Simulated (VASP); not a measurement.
# CoSi2 (Fm-3m) in VASP: further runs

Aim: see how the results for CoSi2 move with the level of theory and the settings. Levels: LDA+U, PBE. Tasks: single point.

Everything below comes from runs of VASP 6.6.1. Logs are shortened: lines on timing, memory, paths and dates and some standing lists are left out, and cuts for length are marked.

**1. The cell of the first run**

Symmetry: Fm-3m, No. 225, cubic system. The conventional cell has a = 5.365 Å, b = 5.365 Å, c = 5.365 Å, α = 90.00°, β = 90.00°, γ = 90.00°. Co (site symmetry m-3m) has 8 Si at 2.32 Å within 3.1 Å. Within 3.1 Å of Si (site symmetry -43m) lie 4 Co at 2.32 Å and 6 Si at 2.68 Å.

**2. Single point, LDA+U**

Input file INCAR:

```
SYSTEM = CoSi2
  ALGO = Normal
  EDIFF = 1E-7
  ENCUT = 520
  ISIF = 2
  ISMEAR = -1
  LASPH = .TRUE.
  LCHARG = .FALSE.
  LDAU = .TRUE.
  LDAUJ = 0 0
  LDAUL = 2 -1
  LDAUPRINT = 1
  LDAUTYPE = 2
  LDAUU = 3.7 0
  LMAXMIX = 4
  LREAL = .FALSE.
  LWAVE = .FALSE.
  NBANDS = 16
  NELM = 150
  PREC = Accurate
  SIGMA = 0.025851999786435532
```

Input file KPOINTS:

```
k-points
0
G
  2 2 2
  0 0 0
```

Input file POSCAR:

```
CoSi2
1.0
    0.0000000000      2.6825000000      2.6825000000
    2.6825000000      0.0000000000      2.6825000000
    2.6825000000      2.6825000000      0.0000000000
Co Si
1 2
Direct
    0.0000000000      0.0000000000      0.0000000000
    0.2500000000      0.2500000000      0.2500000000
    0.7500000000      0.7500000000      0.7500000000
```

Potentials or basis: VASP PAW LDA potentials, release 64 (Co, Si).

The run is started by

```console
$ cat potpaw_LDA.64/Co/POTCAR potpaw_LDA.64/Si/POTCAR > POTCAR
$ mpirun -np 1 vasp_std > vasp.out
```

OUTCAR:

```text
SYSTEM = CoSi2
   EDIFF = 1E-7
   ENCUT = 520
   ISIF = 2
   ISMEAR = -1
   LASPH = .TRUE.
   LREAL = .FALSE.
   NELM = 150
   PREC = Accurate

 ion  position               nearest neighbor table
   1  0.000  0.000  0.000-   3 2.32   3 2.32   3 2.32   2 2.32   3 2.32   2 2.32   2 2.32   2 2.32

   2  0.250  0.250  0.250-   1 2.32   1 2.32   1 2.32   1 2.32   3 2.68   3 2.68   3 2.68   3 2.68
                             3 2.68   3 2.68
   3  0.750  0.750  0.750-   1 2.32   1 2.32   1 2.32   1 2.32   2 2.68   2 2.68   2 2.68   2 2.68
                             2 2.68   2 2.68

  LATTYP: Found a face centered cubic cell.
 ALAT       =     5.3650000000

  Lattice vectors:

 A1 = (   0.0000000000,   2.6825000000,   2.6825000000)
 A2 = (   2.6825000000,   0.0000000000,   2.6825000000)
 A3 = (   2.6825000000,   2.6825000000,   0.0000000000)

Analysis of symmetry for initial positions (statically):
=====================================================================
 Subroutine PRICEL returns:
 Original cell was already a primitive cell.

 Routine SETGRP: Setting up the symmetry group for a
 face centered cubic supercell.

 Subroutine GETGRP returns: Found 48 space group operations
 (whereof 48 operations were pure point group operations)
 out of a pool of 48 trial point group operations.

The static configuration has the point symmetry O_h .

Analysis of symmetry for dynamics (positions and initial velocities):
=====================================================================
 Subroutine PRICEL returns:
 Original cell was already a primitive cell.

 Routine SETGRP: Setting up the symmetry group for a
 face centered cubic supercell.

 Subroutine GETGRP returns: Found 48 space group operations
 (whereof 48 operations were pure point group operations)
 out of a pool of 48 trial point group operations.

The dynamic configuration has the point symmetry O_h .

[... 125 lines left out ...]
  0.7338  0.0000 -0.0000 -0.0000 -0.0000
  0.0000  0.7338 -0.0000 -0.0000 -0.0000
 -0.0000 -0.0000  0.8344  0.0000 -0.0000
 -0.0000 -0.0000  0.0000  0.7338  0.0000
 -0.0000 -0.0000 -0.0000  0.0000  0.8344

spin component  2

  0.7338  0.0000 -0.0000 -0.0000 -0.0000
  0.0000  0.7338 -0.0000 -0.0000 -0.0000
 -0.0000 -0.0000  0.8344  0.0000 -0.0000
 -0.0000 -0.0000  0.0000  0.7338  0.0000
 -0.0000 -0.0000 -0.0000  0.0000  0.8344

 occupancies and eigenvectors

  o =  0.7338  v =  0.0000 -0.6922 -0.0000 -0.7217  0.0000  0.0000  0.0000  0.0000  0.0000  0.0000      0.0000  0.0000  0.0000  0.0000  0.0000  0.0000  0.0000  0.0000  0.0000  0.0000
  o =  0.7338  v =  0.0000  0.0000  0.0000  0.0000  0.0000  0.0000 -0.6922 -0.0000 -0.7217  0.0000      0.0000  0.0000  0.0000  0.0000  0.0000  0.0000  0.0000  0.0000  0.0000  0.0000
  o =  0.7338  v =  0.0000 -0.7217 -0.0000  0.6922  0.0000  0.0000  0.0000  0.0000  0.0000  0.0000      0.0000  0.0000  0.0000  0.0000  0.0000  0.0000  0.0000  0.0000  0.0000  0.0000
  o =  0.7338  v =  0.0000  0.0000  0.0000  0.0000  0.0000  0.0000 -0.7217 -0.0000  0.6922  0.0000      0.0000  0.0000  0.0000  0.0000  0.0000  0.0000  0.0000  0.0000  0.0000  0.0000
  o =  0.7338  v =  1.0000  0.0000  0.0000  0.0000  0.0000  0.0000  0.0000  0.0000  0.0000  0.0000      0.0000  0.0000  0.0000  0.0000  0.0000  0.0000  0.0000  0.0000  0.0000  0.0000
  o =  0.7338  v =  0.0000  0.0000  0.0000  0.0000  0.0000  1.0000  0.0000  0.0000  0.0000  0.0000      0.0000  0.0000  0.0000  0.0000  0.0000  0.0000  0.0000  0.0000  0.0000  0.0000
  o =  0.8344  v =  0.0000 -0.0000 -0.0036 -0.0000 -1.0000  0.0000  0.0000  0.0000  0.0000  0.0000      0.0000  0.0000  0.0000  0.0000  0.0000  0.0000  0.0000  0.0000  0.0000  0.0000
  o =  0.8344  v =  0.0000  0.0000  0.0000  0.0000  0.0000  0.0000 -0.0000 -0.0036 -0.0000 -1.0000      0.0000  0.0000  0.0000  0.0000  0.0000  0.0000  0.0000  0.0000  0.0000  0.0000
  o =  0.8344  v =  0.0000  0.0000  0.0000  0.0000  0.0000  0.0000 -0.0000  1.0000  0.0000 -0.0036      0.0000  0.0000  0.0000  0.0000  0.0000  0.0000  0.0000  0.0000  0.0000  0.0000
  o =  0.8344  v =  0.0000 -0.0000  1.0000  0.0000 -0.0036  0.0000  0.0000  0.0000  0.0000  0.0000      0.0000  0.0000  0.0000  0.0000  0.0000  0.0000  0.0000  0.0000  0.0000  0.0000

 number of electron      16.9999994 magnetization

 Free energy of the ion-electron system (eV)
  ---------------------------------------------------
  ext. energy  EPLUGINS =         0.00000000
  ---------------------------------------------------
  free energy    TOTEN  =       -17.89536756 eV

  energy without entropy =      -17.87588703  energy(sigma->0) =      -17.88562730

 E-fermi :   9.5746     XC(G=0): -11.8597

 val. band max:        9.5242754427   @ k =   0.5000   0.0000   0.0000
 cond. band min:      10.5466141697   @ k =   0.0000   0.0000   0.0000
 fundamental gap:      1.0223387269
 Fermi energy:         9.5745810999

 k-point     1 :       0.0000    0.0000    0.0000
  band No.  band energies     occupation
      1      -3.0888      2.00000
      2       5.4638      2.00000
      3       5.4638      2.00000
      4       5.4638      2.00000
      5       7.1455      2.00000
      6       7.1455      2.00000
[... 34 lines left out ...]
      3       3.2791      2.00000
      4       6.3461      2.00000
      5       6.3461      2.00000
      6       7.3378      2.00000
[... 8 lines left out ...]
     15      20.6175      0.00000
     16      22.1287      0.00000

------------------------ aborting loop because EDIFF is reached ----------------------------------------

  FORCE on cell =-STRESS in cart. coord.  units (eV):
  Direction    XX          YY          ZZ          XY          YZ          ZX
  --------------------------------------------------------------------------------------
  -------------------------------------------------------------------------------------
  Total       -3.9718030     -3.9718030     -3.9718030      0.0000000      0.0000000     -0.0000000
  in kB     -164.8348696   -164.8348696   -164.8348696      0.0000000      0.0000000     -0.0000000
  external PRESSURE =    -164.8348696 kB  Pullay stress =       0.0000000 kB

 VOLUME and BASIS-vectors are now :
 -----------------------------------------------------------------------------
  energy-cutoff  :      520.00
  volume of cell :       38.61
      direct lattice vectors                 reciprocal lattice vectors
     0.000000000  2.682500000  2.682500000    -0.186393290  0.186393290  0.186393290
     2.682500000  0.000000000  2.682500000     0.186393290 -0.186393290  0.186393290
     2.682500000  2.682500000  0.000000000     0.186393290  0.186393290 -0.186393290

 POSITION                                       TOTAL-FORCE (eV/Angst)
 -----------------------------------------------------------------------------------
      0.00000      0.00000      0.00000        -0.000000     -0.000000      0.000000
      1.34125      1.34125      1.34125         0.000000      0.000000      0.000000
      4.02375      4.02375      4.02375        -0.000000     -0.000000     -0.000000
 -----------------------------------------------------------------------------------
    total drift:                               -0.000000     -0.000000      0.000000

  FREE ENERGIE OF THE ION-ELECTRON SYSTEM (eV)
  ---------------------------------------------------
  free  energy   TOTEN  =       -17.8953675592 eV

  energy  without entropy=      -17.8758870349  energy(sigma->0) =      -17.88562730
```

OSZICAR:

```text
N       E                     dE             d eps       ncg     rms          rms(c)
DAV:   1     0.576513946082E+02    0.57651E+02   -0.70989E+03    96   0.102E+03
DAV:   2    -0.162262966834E+02   -0.73878E+02   -0.67142E+02   112   0.194E+02
DAV:   3    -0.191286491339E+02   -0.29024E+01   -0.28696E+01   144   0.450E+01
DAV:   4    -0.191728921635E+02   -0.44243E-01   -0.44232E-01   112   0.519E+00
DAV:   5    -0.191742690536E+02   -0.13769E-02   -0.13769E-02   136   0.935E-01    0.134E+01
DAV:   6    -0.207304636472E+02   -0.15562E+01   -0.14718E+01    96   0.647E+01    0.156E+01
DAV:   7    -0.180476731372E+02    0.26828E+01   -0.84827E+00   112   0.488E+01    0.430E+00
DAV:   8    -0.179159729402E+02    0.13170E+00   -0.31352E-01   120   0.522E+00    0.162E+00
DAV:   9    -0.178953667307E+02    0.20606E-01   -0.38489E-02   112   0.252E+00    0.736E-01
DAV:  10    -0.178953292760E+02    0.37455E-04   -0.25222E-03   136   0.411E-01    0.126E-01
DAV:  11    -0.178953656752E+02   -0.36399E-04   -0.20135E-04   136   0.171E-01    0.265E-02
DAV:  12    -0.178953680885E+02   -0.24133E-05   -0.86829E-06   112   0.227E-02    0.139E-02
DAV:  13    -0.178953675525E+02    0.53606E-06   -0.18573E-06   144   0.171E-02    0.217E-03
DAV:  14    -0.178953675592E+02   -0.67278E-08   -0.12477E-07    72   0.253E-03
   1 F= -.17895368E+02 E0= -.17885627E+02  d E =-.194805E-01
```

stdout:

```text
POSCAR found type information on POSCAR CoSi
 POSCAR found :  2 types and       3 ions
 scaLAPACK will be used
 LDA part: xc-table for (Slater(with rela. corr.)+CA(PZ))
 , standard interpolation
 POSCAR, INCAR and KPOINTS ok, starting setup
 FFT: planning ... GRIDC
 FFT: planning ... GRID_SOFT
 FFT: planning ... GRID
 WAVECAR not read
 entering main loop
```

Run time: 4.9 s. Hardware: 1 thread of AMD EPYC 7R13, shared host; peak memory 0.1 GiB.

What came out:

```yaml
Free_energy: -17.8954 eV
Pressure: -16.5 GPa
```

Levels at points of the mesh, in eV from the Fermi level:
```
           k point  band 5  band 6  band 7  band 8  band 9  band 10  band 11  band 12  band 13  band 14
(0.00, 0.00, 0.00)   -2.43   -2.43    0.97    3.40    3.40     3.40     3.88     3.88     3.88     5.93
(0.50, 0.00, 0.00)   -2.30   -2.10   -2.10   -0.05   -0.05     2.92     3.37     3.37     4.43    10.71
(0.50, 0.50, 0.00)   -3.23   -2.24   -2.24   -2.16   -1.94     1.38     2.92     8.97     9.68     9.68
```

Eigenvalues of the final occupation matrices:
| site | spin | trace | eigenvalues |
| --- | --- | --- | --- |
| site 1 d | 1 | 3.87 | 0.73 0.73 0.73 0.83 0.83 |
| site 1 d | 2 | 3.87 | 0.73 0.73 0.73 0.83 0.83 |

Caveat: the k points lie up to 1.01 Å⁻¹ apart; U without spin polarisation on a metal has little footing; the U is typed as a test and isn't derived for this compound.

**3. Single point, PBE**

Input file INCAR:

```
SYSTEM = CoSi2
  PREC = Accurate
  ENCUT = 520
  EDIFF = 1E-6
  ISMEAR = 0
  SIGMA = 0.1
  LREAL = .FALSE.
  LASPH = .TRUE.
  NELM = 80
  ALGO = Normal
  ISIF = 2
  LWAVE = .FALSE.
  LCHARG = .FALSE.
  GGA = PE
  NBANDS = 16
```

Input file KPOINTS:

```
Automatic mesh
0
G
  6 6 6
  0 0 0
```

POSCAR is that of step 2.

Potentials or basis: VASP PAW PBE potentials, release 64 (Co, Si).

The run is started by

```console
$ cat potpaw_PBE.64/Co/POTCAR potpaw_PBE.64/Si/POTCAR > POTCAR
$ mpirun -np 1 vasp_std > vasp.out
```

OUTCAR:

```text
SYSTEM = CoSi2
   PREC = Accurate
   ENCUT = 520
   EDIFF = 1E-6
   ISMEAR = 0
   LREAL = .FALSE.
   LASPH = .TRUE.
   NELM = 80
   ISIF = 2
   GGA = PE

 ion  position               nearest neighbor table
   1  0.000  0.000  0.000-   3 2.32   3 2.32   3 2.32   2 2.32   3 2.32   2 2.32   2 2.32   2 2.32

   2  0.250  0.250  0.250-   1 2.32   1 2.32   1 2.32   1 2.32   3 2.68   3 2.68   3 2.68   3 2.68
                             3 2.68   3 2.68
   3  0.750  0.750  0.750-   1 2.32   1 2.32   1 2.32   1 2.32   2 2.68   2 2.68   2 2.68   2 2.68
                             2 2.68   2 2.68

  LATTYP: Found a face centered cubic cell.
 ALAT       =     5.3650000000

  Lattice vectors:

 A1 = (   0.0000000000,   2.6825000000,   2.6825000000)
 A2 = (   2.6825000000,   0.0000000000,   2.6825000000)
 A3 = (   2.6825000000,   2.6825000000,   0.0000000000)

Analysis of symmetry for initial positions (statically):
=====================================================================
 Subroutine PRICEL returns:
 Original cell was already a primitive cell.

 Routine SETGRP: Setting up the symmetry group for a
 face centered cubic supercell.

 Subroutine GETGRP returns: Found 48 space group operations
 (whereof 48 operations were pure point group operations)
 out of a pool of 48 trial point group operations.

The static configuration has the point symmetry O_h .

Analysis of symmetry for dynamics (positions and initial velocities):
=====================================================================
 Subroutine PRICEL returns:
 Original cell was already a primitive cell.

 Routine SETGRP: Setting up the symmetry group for a
 face centered cubic supercell.

 Subroutine GETGRP returns: Found 48 space group operations
 (whereof 48 operations were pure point group operations)
 out of a pool of 48 trial point group operations.

The dynamic configuration has the point symmetry O_h .
[... 109 lines left out ...]
   IALGO  =     38    algorithm
   IMIX   =      4    mixing-type and parameters
     AMIX     =   0.40;   BMIX     =  1.00
     AMIX_MAG =   1.60;   BMIX_MAG =  1.00
  volume/ion in A,a.u.               =      12.87        86.84
  Fermi-wavevector in a.u.,A,eV,Ry     =   1.245493  2.353641 21.106087  1.551254
  Thomas-Fermi vector in A             =   2.379713
   LORBIT       =      0    0 simple, 1 ext, 2 COOP (PROOUT), +10 PAW based schemes
   GGA     = PE    functional components
   LHFCALC =     F    Hartree Fock is set to
   AEXX    =    0.0000 exact exchange contribution
   IVDW    =     0    specifies the selected vdW correction
   LEPSILON=     F    determine dielectric tensor
   LRPA    =     F    only Hartree local field effects (RPA)
 non-spin polarized calculation
 Gauss-broadening in eV      SIGMA  =   0.10
  energy-cutoff  :      520.00
  volume of cell :       38.61
 maximum number of plane-waves:      1056
   NGX = 15   NGY = 15   NGZ = 15

 number of electron      16.9999994 magnetization

 Free energy of the ion-electron system (eV)
  ---------------------------------------------------
  ext. energy  EPLUGINS =         0.00000000
  ---------------------------------------------------
  free energy    TOTEN  =       -19.28986566 eV

  energy without entropy =      -19.28106548  energy(sigma->0) =      -19.28546557

 E-fermi :  10.1533     XC(G=0): -11.7233

 val. band max:        9.7934226399   @ k =  -0.1667   0.1667   0.0000
 cond. band min:      10.1666909824   @ k =  -0.3333   0.1667   0.0000
 fundamental gap:      0.3732683425
 Fermi energy:        10.1532538721

 k-point     1 :       0.0000    0.0000    0.0000
  band No.  band energies     occupation
      1      -3.0611      2.00000
      2       5.9728      2.00000
      3       5.9728      2.00000
      4       5.9728      2.00000
      5       8.1394      2.00000
      6       8.1394      2.00000
[... 281 lines left out ...]
      3       3.3924      2.00000
      4       4.8855      2.00000
      5       7.3085      2.00000
      6       7.9733      2.00000
[... 8 lines left out ...]
     15      20.7859      0.00000
     16      21.8288      0.00000

------------------------ aborting loop because EDIFF is reached ----------------------------------------

  FORCE on cell =-STRESS in cart. coord.  units (eV):
  Direction    XX          YY          ZZ          XY          YZ          ZX
  --------------------------------------------------------------------------------------
  -------------------------------------------------------------------------------------
  Total       -0.1682626     -0.1682626     -0.1682626     -0.0000000      0.0000000     -0.0000000
  in kB       -6.9831096     -6.9831096     -6.9831096     -0.0000000      0.0000000     -0.0000000
  external PRESSURE =      -6.9831096 kB  Pullay stress =       0.0000000 kB

 VOLUME and BASIS-vectors are now :
 -----------------------------------------------------------------------------
  energy-cutoff  :      520.00
  volume of cell :       38.61
      direct lattice vectors                 reciprocal lattice vectors
     0.000000000  2.682500000  2.682500000    -0.186393290  0.186393290  0.186393290
     2.682500000  0.000000000  2.682500000     0.186393290 -0.186393290  0.186393290
     2.682500000  2.682500000  0.000000000     0.186393290  0.186393290 -0.186393290

 POSITION                                       TOTAL-FORCE (eV/Angst)
 -----------------------------------------------------------------------------------
      0.00000      0.00000      0.00000         0.000000      0.000000      0.000000
      1.34125      1.34125      1.34125        -0.000000     -0.000000     -0.000000
      4.02375      4.02375      4.02375         0.000000      0.000000     -0.000000
 -----------------------------------------------------------------------------------
    total drift:                               -0.000000     -0.000000      0.000000

  FREE ENERGIE OF THE ION-ELECTRON SYSTEM (eV)
  ---------------------------------------------------
  free  energy   TOTEN  =       -19.2898656590 eV

  energy  without entropy=      -19.2810654788  energy(sigma->0) =      -19.28546557
```

OSZICAR:

```text
N       E                     dE             d eps       ncg     rms          rms(c)
DAV:   1     0.613982996437E+02    0.61398E+02   -0.68343E+03   512   0.101E+03
DAV:   2    -0.173332712517E+02   -0.78732E+02   -0.70288E+02   552   0.203E+02
DAV:   3    -0.206350300706E+02   -0.33018E+01   -0.32367E+01   664   0.462E+01
DAV:   4    -0.206920533556E+02   -0.57023E-01   -0.56950E-01   608   0.575E+00
DAV:   5    -0.206937409243E+02   -0.16876E-02   -0.16873E-02   704   0.104E+00    0.143E+01
DAV:   6    -0.244980800077E+02   -0.38043E+01   -0.24633E+01   536   0.102E+02    0.180E+01
DAV:   7    -0.193180027113E+02    0.51801E+01   -0.10677E+01   632   0.801E+01    0.314E+00
DAV:   8    -0.193219037222E+02   -0.39010E-02   -0.74346E-01   616   0.585E+00    0.191E+00
DAV:   9    -0.192897653448E+02    0.32138E-01   -0.87343E-02   560   0.541E+00    0.476E-01
DAV:  10    -0.192899838757E+02   -0.21853E-03   -0.58922E-03   704   0.116E+00    0.131E-01
DAV:  11    -0.192898398924E+02    0.14398E-03   -0.73611E-04   664   0.495E-01    0.315E-02
DAV:  12    -0.192898665984E+02   -0.26706E-04   -0.69436E-05   536   0.570E-02    0.171E-02
DAV:  13    -0.192898652907E+02    0.13077E-05   -0.57190E-06   656   0.350E-02    0.702E-03
DAV:  14    -0.192898656590E+02   -0.36829E-06   -0.56793E-07   328   0.799E-03
   1 F= -.19289866E+02 E0= -.19285466E+02  d E =-.880018E-02
```

Run time: 16 s. Hardware: 1 thread of AMD EPYC 7R13, shared host; peak memory 0.13 GiB.

What came out:

```yaml
Free_energy: -19.2899 eV
Pressure: -0.7 GPa
```

Spin polarisation is off, so any magnetic state and its effect on volume and gap are missing.
